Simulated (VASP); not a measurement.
# P in VASP: notebook

Aim: see how the results for P move with the level of theory and the settings. Levels: LDA, PBEsol, PBE. Tasks: single point.

All numbers are computed with VASP 6.6.1; they aren't measurements. Logs are shortened: lines on timing, memory, paths and dates and some standing lists are left out, and cuts for length are marked.

### Step 1. The cell of the first run

The cell holds a slab with vacuum, 4 atoms: a = 3.239 Å, b = 34.386 Å, c = 4.569 Å, α = 90.00°, β = 90.00°, γ = 90.00°.

### Step 2. Single point, LDA (volume scaled by 0.96)

INCAR

```
SYSTEM = P
  ALGO = Normal
  EDIFF = 1E-6
  ENCUT = 520
  ISIF = 2
  ISMEAR = -1
  LASPH = .True.
  LCHARG = .False.
  LREAL = .False.
  LWAVE = .False.
  NBANDS = 18
  NELM = 100
  PREC = Accurate
  SIGMA = 0.05
```

KPOINTS

```
k-points
0
Gamma
  8 1 6
  0 0 0
```

POSCAR

```
P
1.0
    3.2393475808      0.0000000000      0.0000000000
    0.0000000000     34.3859322811      0.0000000000
    0.0000000000      0.0000000000      4.5694812964
P
4
Direct
    0.5000000000      0.9702614300      0.9078492800
    0.5000000000      0.0297385700      0.0921507200
    0.0000000000      0.0297385700      0.4078492800
    0.0000000000      0.9702614300      0.5921507200
```

Potentials or basis: VASP PAW LDA potentials, release 64 (P).

Run with:

```sh
> cat potpaw_LDA.64/P/POTCAR > POTCAR
> mpirun -np 1 vasp_std > vasp.out
```

OUTCAR:

```text
SYSTEM = P
   EDIFF = 1E-6
   ENCUT = 520
   ISIF = 2
   ISMEAR = -1
   LASPH = .True.
   LREAL = .False.
   NELM = 100
   PREC = Accurate

 ion  position               nearest neighbor table
   1  0.500  0.970  0.908-   4 2.17   4 2.17   2 2.21
   2  0.500  0.030  0.092-   3 2.17   3 2.17   1 2.21
   3  0.000  0.030  0.408-   2 2.17   2 2.17   4 2.21
   4  0.000  0.970  0.592-   1 2.17   1 2.17   3 2.21

  LATTYP: Found a simple orthorhombic cell.
 ALAT       =     3.2393475808
 B/A-ratio  =     1.4106177810
 C/A-ratio  =    10.6150795564

  Lattice vectors:

 A1 = (  -3.2393475808,   0.0000000000,   0.0000000000)
 A2 = (   0.0000000000,   0.0000000000,   4.5694812964)
 A3 = (   0.0000000000,  34.3859322811,   0.0000000000)

Analysis of symmetry for initial positions (statically):
=====================================================================
 Subroutine PRICEL returns:
 Original cell was already a primitive cell.

 Routine SETGRP: Setting up the symmetry group for a
 simple orthorhombic supercell.

 Subroutine GETGRP returns: Found  8 space group operations
 (whereof  4 operations were pure point group operations)
 out of a pool of  8 trial point group operations.

The static configuration has the point symmetry C_2h.
 The point group associated with its full space group is D_2h.

Analysis of symmetry for dynamics (positions and initial velocities):
=====================================================================
 Subroutine PRICEL returns:
 Original cell was already a primitive cell.

 Routine SETGRP: Setting up the symmetry group for a
 simple orthorhombic supercell.

 Subroutine GETGRP returns: Found  8 space group operations
 (whereof  4 operations were pure point group operations)
 out of a pool of  8 trial point group operations.

The dynamic configuration has the point symmetry C_2h.
 The point group associated with its full space group is D_2h.

 Subroutine INISYM returns: Found  8 space group operations
 (whereof  4 operations are pure point group operations),
 and found     1 'primitive' translations

----------------------------------------------------------------------------------------

                                     Primitive cell

  volume of cell :     508.9853

  direct lattice vectors                    reciprocal lattice vectors
     3.239347581  0.000000000  0.000000000     0.308704137  0.000000000  0.000000000
     0.000000000 34.385932281  0.000000000     0.000000000  0.029081660  0.000000000
     0.000000000  0.000000000  4.569481296     0.000000000  0.000000000  0.218843220

  length of vectors
     3.239347581 34.385932281  4.569481296     0.308704137  0.029081660  0.218843220

  position of ions in fractional coordinates (direct lattice)
     0.500000000  0.970261430  0.907849280
     0.500000000  0.029738570  0.092150720
     0.000000000  0.029738570  0.407849280
     0.000000000  0.970261430  0.592150720

  ion indices of the primitive-cell ions
   primitive index   ion index
                 1           1
                 2           2
                 3           3
                 4           4

----------------------------------------------------------------------------------------

 KPOINTS: k-points

Automatic generation of k-mesh.
 Grid dimensions read from file:
 generate k-points for:    8    1    6

 Generating k-lattice:

  Cartesian coordinates                     Fractional coordinates (reciprocal lattice)
     0.038588017  0.000000000  0.000000000     0.125000000  0.000000000  0.000000000
     0.000000000  0.029081660  0.000000000     0.000000000  1.000000000  0.000000000
     0.000000000  0.000000000  0.036473870     0.000000000  0.000000000  0.166666667

  Length of vectors
     0.038588017  0.029081660  0.036473870

  Shift w.r.t. Gamma in fractional coordinates (k-lattice)
     0.000000000  0.000000000  0.000000000

 Subroutine IBZKPT returns following result:
 ===========================================

 Found     20 irreducible k-points:

 Following reciprocal coordinates:
            Coordinates               Weight
  0.000000  0.000000  0.000000      1.000000
  0.125000  0.000000  0.000000      2.000000
  0.250000  0.000000  0.000000      2.000000
  0.375000  0.000000  0.000000      2.000000
  0.500000  0.000000  0.000000      1.000000
  0.000000  0.000000  0.166667      2.000000
[... 12 lines left out ...]
  0.375000  0.000000  0.500000      2.000000
  0.500000  0.000000  0.500000      1.000000
   k-points           NKPTS =     20   k-points in BZ     NKDIM =     20   number of bands    NBANDS=     18
   number of dos      NEDOS =    301   number of ions     NIONS =      4
   total plane-waves  NPLWV = 221184
   dimension x,y,z NGX =    24 NGY =  256 NGZ =   36
   dimension x,y,z NGXF=    48 NGYF=  512 NGZF=   72
   ions per type =               4
   NGX,Y,Z   is equivalent  to a cutoff of  12.32, 12.38, 13.10 a.u.
   NGXF,Y,Z  is equivalent  to a cutoff of  24.63, 24.75, 26.19 a.u.
 SYSTEM =  P
   PREC   = accura    normal or accurate (medium, high low for compatibility)
   ISTART =      0    job   : 0-new  1-cont  2-samecut
   ICHARG =      2    charge: 1-file 2-atom 10-const
   ISPIN  =      1    spin polarized calculation?
   LNONCOLLINEAR =      F non collinear calculations
   LSORBIT =      F    spin-orbit coupling
   LASPH  =      T    aspherical Exc in radial PAW
   ENCUT  =  520.0 eV  38.22 Ry    6.18 a.u.   6.02 63.94  8.50*2*pi/ulx,y,z
   NELM   =    100;   NELMIN=  2; NELMDL= -5     # of ELM steps
   EDIFF  = 0.1E-05   stopping-criterion for ELM
   LREAL  =      F    real-space projection
[... 7 lines left out ...]
   TEBEG  =    0.0;   TEEND  =   0.0 temperature during run
   PSTRESS=    0.0 pullay stress
   NELECT =      20.0000    total number of electrons
   NUPDOWN=      -1.0000    fix difference up-down
   EMIN   =  10.00;   EMAX   =-10.00  energy-range for DOS
   EFERMI =   0.00;   METHOD = LEGACY
   ISMEAR =    -1;   SIGMA  =   0.05  broadening in eV -4-tet -1-fermi 0-gaus
   EFERMI_NEDOS =   21; number of points for ismear=-14 and -15
   IALGO  =     38    algorithm
   IMIX   =      4    mixing-type and parameters
     AMIX     =   0.40;   BMIX     =  1.00
     AMIX_MAG =   1.60;   BMIX_MAG =  1.00
  volume/ion in A,a.u.               =     127.25       858.70
  Fermi-wavevector in a.u.,A,eV,Ry     =   0.556566  1.051757  4.214613  0.309765
  Thomas-Fermi vector in A             =   1.590787
   LORBIT       =      0    0 simple, 1 ext, 2 COOP (PROOUT), +10 PAW based schemes
   GGA     = CA    functional components
   LHFCALC =     F    Hartree Fock is set to
   AEXX    =    0.0000 exact exchange contribution
   IVDW    =     0    specifies the selected vdW correction
   LEPSILON=     F    determine dielectric tensor
   LRPA    =     F    only Hartree local field effects (RPA)
 non-spin polarized calculation
  energy-cutoff  :      520.00
  volume of cell :      508.99
 maximum number of plane-waves:     13782
   NGX = 13   NGY =127   NGZ = 17

 number of electron      19.9999997 magnetization

 Free energy of the ion-electron system (eV)
  ---------------------------------------------------
  ext. energy  EPLUGINS =         0.00000000
  ---------------------------------------------------
  free energy    TOTEN  =       -23.71800323 eV

  energy without entropy =      -23.71798586  energy(sigma->0) =      -23.71799454

 E-fermi :  -3.0627     XC(G=0):  -1.8370

 val. band max:       -3.5025370891   @ k =   0.1250   0.0000   0.0000
 cond. band min:      -2.6727294518   @ k =   0.0000   0.0000   0.0000
 fundamental gap:      0.8298076373
 Fermi energy:        -3.0627005019

 k-point     1 :       0.0000    0.0000    0.0000
  band No.  band energies     occupation
      1     -18.9611      2.00000
      2     -16.3583      2.00000
      3     -12.8833      2.00000
      4      -9.5131      2.00000
      5      -8.3564      2.00000
      6      -8.0550      2.00000
[... 10 lines left out ...]
     17       1.6954      0.00000
     18       1.8319      0.00000

 k-point     2 :       0.1250    0.0000    0.0000
  band No.  band energies     occupation
      1     -18.7668      2.00000
      2     -16.1567      2.00000
      3     -12.9477      2.00000
      4      -9.3676      2.00000
      5      -8.2312      2.00000
      6      -8.1820      2.00000
[... 10 lines left out ...]
     17       1.8537      0.00000
     18       1.9190      0.00000

 k-point     3 :       0.2500    0.0000    0.0000
  band No.  band energies     occupation
      1     -18.1896      2.00000
      2     -15.5543      2.00000
      3     -13.4177      2.00000
      4      -9.5902      2.00000
      5      -9.2457      2.00000
      6      -8.9790      2.00000
[... 10 lines left out ...]
     17       2.0210      0.00000
     18       2.4466      0.00000

 k-point     4 :       0.3750    0.0000    0.0000
  band No.  band energies     occupation
      1     -17.2505      2.00000
      2     -14.5904      2.00000
      3     -14.5597      2.00000
      4     -11.4897      2.00000
      5      -9.3190      2.00000
      6      -8.5954      2.00000
[... 10 lines left out ...]
     17       2.8303      0.00000
     18       2.8977      0.00000

 k-point     5 :       0.5000    0.0000    0.0000
  band No.  band energies     occupation
      1     -16.0025      2.00000
      2     -16.0025      2.00000
      3     -13.1912      2.00000
      4     -13.1912      2.00000
      5      -8.7921      2.00000
      6      -8.7921      2.00000
[... 10 lines left out ...]
     17       3.1332      0.00000
     18       3.1332      0.00000

 k-point     6 :       0.0000    0.0000    0.1667
  band No.  band energies     occupation
      1     -18.8227      2.00000
      2     -16.5635      2.00000
      3     -12.9101      2.00000
      4     -10.1113      2.00000
      5      -7.8314      2.00000
      6      -7.7737      2.00000
[... 10 lines left out ...]
     17       1.8077      0.00000
     18       1.8987      0.00000

 k-point     7 :       0.1250    0.0000    0.1667
  band No.  band energies     occupation
      1     -18.6292      2.00000
      2     -16.3683      2.00000
      3     -12.9233      2.00000
      4     -10.0111      2.00000
      5      -8.3359      2.00000
      6      -7.8818      2.00000
[... 10 lines left out ...]
     17       1.5807      0.00000
     18       2.1063      0.00000

 k-point     8 :       0.2500    0.0000    0.1667
  band No.  band energies     occupation
      1     -18.0553      2.00000
      2     -15.7970      2.00000
      3     -13.2397      2.00000
      4     -10.1550      2.00000
      5      -9.4902      2.00000
      6      -8.7297      2.00000
[... 10 lines left out ...]
     17       2.3043      0.00000
     18       2.4615      0.00000
[... 145 lines left out ...]
     17       2.7527      0.00000
     18       2.7527      0.00000

 k-point    16 :       0.0000    0.0000    0.5000
  band No.  band energies     occupation
      1     -17.8136      2.00000
      2     -17.8136      2.00000
      3     -12.1099      2.00000
      4     -12.1099      2.00000
      5      -6.5421      2.00000
      6      -6.5421      2.00000
[... 10 lines left out ...]
     17       2.3121      0.00000
     18       2.3121      0.00000

 k-point    17 :       0.1250    0.0000    0.5000
  band No.  band energies     occupation
      1     -17.6255      2.00000
      2     -17.6255      2.00000
      3     -12.0196      2.00000
      4     -12.0196      2.00000
      5      -7.6283      2.00000
      6      -7.6283      2.00000
[... 10 lines left out ...]
     17       2.5920      0.00000
     18       2.5920      0.00000

 k-point    18 :       0.2500    0.0000    0.5000
  band No.  band energies     occupation
      1     -17.0750      2.00000
      2     -17.0750      2.00000
      3     -12.0042      2.00000
      4     -12.0042      2.00000
      5      -9.2591      2.00000
      6      -9.2591      2.00000
[... 10 lines left out ...]
     17       2.9181      0.00000
     18       2.9181      0.00000

 k-point    19 :       0.3750    0.0000    0.5000
  band No.  band energies     occupation
      1     -16.2373      2.00000
      2     -16.2373      2.00000
      3     -12.8533      2.00000
      4     -12.8533      2.00000
      5      -9.4448      2.00000
      6      -9.4448      2.00000
[... 10 lines left out ...]
     17       3.1500      0.00000
     18       3.1500      0.00000

 k-point    20 :       0.5000    0.0000    0.5000
  band No.  band energies     occupation
      1     -15.6071      2.00000
      2     -15.6071      2.00000
      3     -13.6587      2.00000
      4     -13.6587      2.00000
      5      -8.7597      2.00000
      6      -8.7597      2.00000
[... 10 lines left out ...]
     17       2.9814      0.00000
     18       2.9814      0.00000

------------------------ aborting loop because EDIFF is reached ----------------------------------------

  FORCE on cell =-STRESS in cart. coord.  units (eV):
  Direction    XX          YY          ZZ          XY          YZ          ZX
  --------------------------------------------------------------------------------------
  -------------------------------------------------------------------------------------
  Total        0.5757126      0.8569183      0.4848317      0.0000000      0.0000000      0.0000000
  in kB        1.8122205      2.6973961      1.5261469      0.0000000      0.0000000      0.0000000
  external PRESSURE =       2.0119212 kB  Pullay stress =       0.0000000 kB

 VOLUME and BASIS-vectors are now :
 -----------------------------------------------------------------------------
  energy-cutoff  :      520.00
  volume of cell :      508.99
      direct lattice vectors                 reciprocal lattice vectors
     3.239347581  0.000000000  0.000000000     0.308704137  0.000000000  0.000000000
     0.000000000 34.385932281  0.000000000     0.000000000  0.029081660  0.000000000
     0.000000000  0.000000000  4.569481296     0.000000000  0.000000000  0.218843220

 POSITION                                       TOTAL-FORCE (eV/Angst)
 -----------------------------------------------------------------------------------
      1.61967     33.36334      4.14840        -0.000000     -0.213516      0.366779
      1.61967      1.02259      0.42108         0.000000      0.213516     -0.366779
      0.00000      1.02259      1.86366         0.000000      0.213516      0.366779
      0.00000     33.36334      2.70582         0.000000     -0.213516     -0.366779
 -----------------------------------------------------------------------------------
    total drift:                               -0.000000      0.000000     -0.000000

  FREE ENERGIE OF THE ION-ELECTRON SYSTEM (eV)
  ---------------------------------------------------
  free  energy   TOTEN  =       -23.7180032324 eV

  energy  without entropy=      -23.7179858564  energy(sigma->0) =      -23.71799454
```

Wall time 5 min (1 thread of Intel Xeon 8259CL, shared host); peak memory 0.44 GiB.

Results:

```yaml
Free_energy: -23.7180 eV
Largest_force: 0.424 eV/Å
Band_gap_on_the_k_mesh: 0.83 eV, indirect (the least direct gap lies 4.7 meV higher)
```

Forces on the atoms (eV/Å):
```
P    0.000 -0.214  0.367
P    0.000  0.214 -0.367
P    0.000  0.214  0.367
P    0.000 -0.214 -0.367
```

(Continued in part 2 of 2.)
